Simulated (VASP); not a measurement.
# Ho2O (I4_1/amd) in VASP: single point with PBE

Aim: the single point of Ho2O with PBE.

All numbers are computed with VASP 6.6.1; they aren't measurements. Logs are shortened: lines on timing, memory, paths and dates and some standing lists are left out, and cuts for length are marked.

## Step 1: The cell of the first run

Symmetry: I4_1/amd, No. 141, tetragonal system. Conventional cell: a = 4.718 Å, b = 4.718 Å, c = 10.521 Å, α = 90.00°, β = 90.00°, γ = 90.00°. Within 3.1 Å of Ho (site symmetry 2mm) lie 3 O at 2.36 to 2.47 Å. Within 3.1 Å of O (site symmetry -4m2) lie 6 Ho at 2.36 to 2.47 Å.

The cell was generated, and may not be a known phase.

## Step 2: Single point, PBE

The input, INCAR:

```
  PREC = Accurate
  ENCUT = 600
  EDIFF = 1E-6
  ISMEAR = 0
  SIGMA = 0.1
  LREAL = F
  LASPH = T
  NELM = 200
  ALGO = Normal
  ISIF = 2
  LWAVE = F
  LCHARG = F
  GGA = PE
  NBANDS = 33
  GGA_COMPAT = F
  LMAXMIX = 6
```

The input, KPOINTS:

```
Automatic mesh
0
Gamma
  10 10 10
```

The input, POSCAR:

```
Ho2O
1.0
   -2.3591844461      2.3591844461      5.2604851876
    2.3591844461     -2.3591844461      5.2604851876
    2.3591844461      2.3591844461     -5.2604851876
Ho O
4 2
Direct
    0.0147811055      0.5147811055      0.5000000000
    0.4852188945      0.9852188945      0.5000000000
    0.2647811055      0.2647811055      0.0000000000
    0.7352188945      0.7352188945      0.0000000000
    0.2500000000      0.7500000000      0.5000000000
    0.5000000000      0.5000000000      0.0000000000
```

Potentials or basis: VASP PAW PBE potentials, release 64 (Ho_3, O), 4f in core.

Command:

```bash
cat potpaw_PBE.64/Ho_3/POTCAR potpaw_PBE.64/O/POTCAR > POTCAR
mpirun -np 1 vasp_std > vasp.out
```

OUTCAR:

```text
PREC = Accurate
   ENCUT = 600
   EDIFF = 1E-6
   ISMEAR = 0
   LREAL = F
   LASPH = T
   NELM = 200
   ISIF = 2
   GGA = PE

 ion  position               nearest neighbor table
   1  0.015  0.515  0.500-   6 2.36   6 2.36   5 2.47   4 3.31   4 3.31   2 3.35   2 3.35   2 3.35
                             2 3.35   3 3.53   3 3.53   3 3.53   3 3.53   4 3.77   4 3.77
   2  0.485  0.985  0.500-   6 2.36   6 2.36   5 2.47   3 3.31   3 3.31   1 3.35   1 3.35   1 3.35
                             1 3.35   4 3.53   4 3.53   4 3.53   4 3.53   3 3.77   3 3.77
   3  0.265  0.265  0.000-   5 2.36   5 2.36   6 2.47   2 3.31   2 3.31   4 3.35   4 3.35   4 3.35
                             4 3.35   1 3.53   1 3.53   1 3.53   1 3.53   2 3.77   2 3.77
   4  0.735  0.735  0.000-   5 2.36   5 2.36   6 2.47   1 3.31   1 3.31   3 3.35   3 3.35   3 3.35
                             3 3.35   2 3.53   2 3.53   2 3.53   2 3.53   1 3.77   1 3.77
   5  0.250  0.750  0.500-   3 2.36   4 2.36   3 2.36   4 2.36   2 2.47   1 2.47
   6  0.500  0.500  0.000-   1 2.36   2 2.36   1 2.36   2 2.36   3 2.47   4 2.47

  LATTYP: Found a body centered tetragonal cell.
 ALAT       =     4.7183688922
 C/A-ratio  =     2.2297897039

  Lattice vectors:

 A1 = (  -2.3591844461,   2.3591844461,   5.2604851876)
 A2 = (   2.3591844461,  -2.3591844461,   5.2604851876)
 A3 = (   2.3591844461,   2.3591844461,  -5.2604851876)

Analysis of symmetry for initial positions (statically):
=====================================================================
 Subroutine PRICEL returns:
 Original cell was already a primitive cell.

 Routine SETGRP: Setting up the symmetry group for a
 body centered tetragonal supercell.

 Subroutine GETGRP returns: Found 16 space group operations
 (whereof  8 operations were pure point group operations)
 out of a pool of 16 trial point group operations.

The static configuration has the point symmetry D_2d.
 The point group associated with its full space group is D_4h.

Analysis of symmetry for dynamics (positions and initial velocities):
=====================================================================
 Subroutine PRICEL returns:
 Original cell was already a primitive cell.

 Routine SETGRP: Setting up the symmetry group for a
 body centered tetragonal supercell.

 Subroutine GETGRP returns: Found 16 space group operations
 (whereof  8 operations were pure point group operations)
 out of a pool of 16 trial point group operations.

The dynamic configuration has the point symmetry D_2d.
[... 111 lines left out ...]
   NSW    =      0    number of steps for IOM
   IBRION =     -1    ionic relax: 0-MD 1-quasi-New 2-CG
   NFREE  =      0    steps in history (QN), initial steepest desc. (CG)
   ISIF   =      2    stress and relaxation
   ISYM   =      2    0-nonsym 1-usesym 2-fastsym
   POTIM  = 0.5000    time-step for ionic-motion
   TEBEG  =    0.0;   TEEND  =   0.0 temperature during run
   PSTRESS=    0.0 pullay stress
   NELECT =      48.0000    total number of electrons
   NUPDOWN=      -1.0000    fix difference up-down
   EMIN   =  10.00;   EMAX   =-10.00  energy-range for DOS
   EFERMI =   0.00;   METHOD = LEGACY
   ISMEAR =     0;   SIGMA  =   0.10  broadening in eV -4-tet -1-fermi 0-gaus
   EFERMI_NEDOS =   21; number of points for ismear=-14 and -15
   IALGO  =     38    algorithm
   IMIX   =      4    mixing-type and parameters
     AMIX     =   0.40;   BMIX     =  1.00
     AMIX_MAG =   1.60;   BMIX_MAG =  1.00
  volume/ion in A,a.u.               =      19.52       131.72
  Fermi-wavevector in a.u.,A,eV,Ry     =   1.216052  2.298005 20.120048  1.478782
  Thomas-Fermi vector in A             =   2.351418
   LORBIT       =      0    0 simple, 1 ext, 2 COOP (PROOUT), +10 PAW based schemes
   GGA     = PE    functional components
   LHFCALC =     F    Hartree Fock is set to
   AEXX    =    0.0000 exact exchange contribution
   IVDW    =     0    specifies the selected vdW correction
   LEPSILON=     F    determine dielectric tensor
   LRPA    =     F    only Hartree local field effects (RPA)
 non-spin polarized calculation
 Gauss-broadening in eV      SIGMA  =   0.10
  energy-cutoff  :      600.00
  volume of cell :      117.11
 maximum number of plane-waves:      3937
 NGX is ok and might be reduce to    50
   NGX = 25   NGY = 25   NGZ = 25

 number of electron      47.9999995 magnetization

 Free energy of the ion-electron system (eV)
  ---------------------------------------------------
  ext. energy  EPLUGINS =         0.00000000
  ---------------------------------------------------
  free energy    TOTEN  =       -39.31894215 eV

  energy without entropy =      -39.29847495  energy(sigma->0) =      -39.30870855

 E-fermi :   4.4277     XC(G=0): -10.7707

 val. band max:        4.4199849162   @ k =  -0.4000   0.2000   0.0000
 cond. band min:       4.4459332365   @ k =   0.3000   0.3000   0.1000
 fundamental gap:      0.0259483203
 Fermi energy:         4.4276995477

 k-point     1 :       0.0000    0.0000    0.0000
  band No.  band energies     occupation
      1     -19.9991      2.00000
      2     -19.9642      2.00000
      3     -19.9642      2.00000
      4     -19.8568      2.00000
      5     -19.8568      2.00000
      6     -19.6363      2.00000
[... 853 lines left out ...]
     32       8.0468      0.00000
     33       8.5556      0.00000

 [... further k-points ...]

------------------------ aborting loop because EDIFF is reached ----------------------------------------

  FORCE on cell =-STRESS in cart. coord.  units (eV):
  Direction    XX          YY          ZZ          XY          YZ          ZX
  --------------------------------------------------------------------------------------
  -------------------------------------------------------------------------------------
  Total        0.5653569      0.5653569      0.4352718      0.0000000      0.0000000      0.0000000
  in kB        7.7343478      7.7343478      5.9547220      0.0000000      0.0000000      0.0000000
  external PRESSURE =       7.1411392 kB  Pullay stress =       0.0000000 kB

 VOLUME and BASIS-vectors are now :
 -----------------------------------------------------------------------------
  energy-cutoff  :      600.00
  volume of cell :      117.11
      direct lattice vectors                 reciprocal lattice vectors
    -2.359184446  2.359184446  5.260485188     0.000000000  0.211937647  0.095048267
     2.359184446 -2.359184446  5.260485188     0.211937647  0.000000000  0.095048267
     2.359184446  2.359184446 -5.260485188     0.211937647  0.211937647  0.000000000

 POSITION                                       TOTAL-FORCE (eV/Angst)
 -----------------------------------------------------------------------------------
      2.35918      0.00000      0.15551         0.000000      0.000000     -0.009085
      2.35918      0.00000      5.10497        -0.000000     -0.000000      0.009085
      0.00000      0.00000      2.78575        -0.000000     -0.000000     -0.009085
      0.00000      0.00000      7.73522         0.000000      0.000000      0.009085
      2.35918      0.00000      2.63024         0.000000      0.000000     -0.000000
      0.00000      0.00000      5.26049         0.000000      0.000000     -0.000000
 -----------------------------------------------------------------------------------
    total drift:                                0.000000      0.000000     -0.000000

  FREE ENERGIE OF THE ION-ELECTRON SYSTEM (eV)
  ---------------------------------------------------
  free  energy   TOTEN  =       -39.3189421485 eV

  energy  without entropy=      -39.2984749486  energy(sigma->0) =      -39.30870855
```

OSZICAR:

```text
N       E                     dE             d eps       ncg     rms          rms(c)
DAV:   1     0.616826894088E+03    0.61683E+03   -0.19824E+04  7092   0.159E+03
DAV:   2     0.628479730091E+02   -0.55398E+03   -0.53322E+03  9849   0.756E+02
DAV:   3    -0.321118398168E+02   -0.94960E+02   -0.89247E+02 11023   0.237E+02
DAV:   4    -0.417005648925E+02   -0.95887E+01   -0.90802E+01 11023   0.710E+01
DAV:   5    -0.422941698692E+02   -0.59360E+00   -0.58197E+00 11400   0.237E+01    0.399E+01
DAV:   6    -0.393662980420E+02    0.29279E+01   -0.18166E+01 11120   0.235E+01    0.317E+01
DAV:   7    -0.393174259885E+02    0.48872E-01   -0.19895E+00 10848   0.102E+01    0.164E+01
DAV:   8    -0.393232673393E+02   -0.58414E-02   -0.17550E-01 10624   0.451E+00    0.167E+00
DAV:   9    -0.393190489546E+02    0.42184E-02   -0.37510E-02 11136   0.123E+00    0.372E-01
DAV:  10    -0.393190769899E+02   -0.28035E-04   -0.28082E-03 11064   0.596E-01    0.244E-01
DAV:  11    -0.393189387874E+02    0.13820E-03   -0.75103E-04 11992   0.209E-01    0.150E-02
DAV:  12    -0.393189434427E+02   -0.46553E-05   -0.62012E-05 11120   0.661E-02    0.177E-02
DAV:  13    -0.393189422700E+02    0.11728E-05   -0.23548E-06  7488   0.167E-02    0.389E-03
DAV:  14    -0.393189421485E+02    0.12148E-06   -0.62605E-07  6120   0.130E-02
   1 F= -.39318942E+02 E0= -.39308709E+02  d E =-.204672E-01
```

Wall time 7.7 min (1 thread of Intel Xeon 6975P-C (Granite Rapids), shared host); peak memory 0.6 GiB.

What came out:

| Property | Result |
| --- | --- |
| Free energy | -39.3189 eV |
| Pressure | 0.7 GPa |
| Largest force | 0.009 eV/Å |
| Band gap on the k mesh | zero (bands 24 and 25 overlap by 1.43 eV) |

Forces in eV/Å, atoms in the order of the input:
```
Ho   0.000  0.000 -0.009
Ho   0.000  0.000  0.009
Ho   0.000  0.000 -0.009
Ho   0.000  0.000  0.009
O    0.000  0.000  0.000
O    0.000  0.000  0.000
```

Levels at points of the mesh, in eV from the Fermi level:
| k point | band 21 | band 22 | band 23 | band 24 | band 25 | band 26 | band 27 | band 28 |
| --- | --- | --- | --- | --- | --- | --- | --- | --- |
| (0.00, 0.00, 0.00) | -4.06 | -1.44 | -1.29 | 0.47 | 0.47 | 1.08 | 1.08 | 1.13 |
| (0.50, 0.00, 0.00) | -1.67 | -1.31 | -0.51 | -0.08 | -0.01 | 0.81 | 1.33 | 1.74 |
| (0.50, 0.50, 0.00) | -0.86 | -0.86 | -0.42 | -0.42 | 0.97 | 0.97 | 1.36 | 1.36 |
| (0.50, 0.50, 0.50) | -2.60 | -2.60 | -1.41 | -1.41 | -0.32 | -0.32 | 2.19 | 2.19 |

Caveat: spin-orbit coupling is left out, which moves the levels of the heavy elements; the 4f electrons are frozen in the core, so they carry no moment and show no levels; the run has no spin polarisation, though such a crystal can be magnetic. With open d or f shells a metallic result of PBE can be an artefact of self-interaction; +U or a hybrid may open a gap.

The gap in the log of VASP goes by the Fermi energy; the results here count the filled bands.